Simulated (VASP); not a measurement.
MgO (Periclase), 2 atoms in the cell. Symmetry: Fm-3m, No. 225, cubic system. The conventional cell has a = 4.217 Å, b = 4.217 Å, c = 4.217 Å, α = 90.00°, β = 90.00°, γ = 90.00°. Mg (site symmetry m-3m) has 6 O at 2.11 Å within 2.8 Å. O (site symmetry m-3m) has 6 Mg at 2.11 Å within 2.8 Å. 

| Property | Result |
| --- | --- |
| Program | VASP 6.6.1 |
| Task | single point |
| Functional | revPBE |
| Potentials or basis | VASP PAW PBE potentials, release 64 (Mg, O) |
| Cutoff | 520 eV |
| k mesh | 8 × 8 × 8 |
| Occupations | gaussian, width 0.01 eV |
| Spin | no spin polarisation |
| Dipole correction | no |
| Further INCAR settings | ALGO = Normal; EDIFF = 1e-06; NBANDS = 11 |

Potentials or basis: VASP PAW PBE potentials, release 64 (Mg, O).

Launch:

```bash
$ cat potpaw_PBE.64/Mg/POTCAR potpaw_PBE.64/O/POTCAR > POTCAR
$ mpirun -np 1 vasp_std > vasp.out
```

Hardware: 1 thread of Intel Xeon 8259CL, with other jobs on the host.

Task: Estimate the wall time of this run.

Result: Run time: 11 s on 1 thread of Intel Xeon 8259CL (shared host), peak memory 0.14 GiB. Counts: scf iterations 12, k points 29.
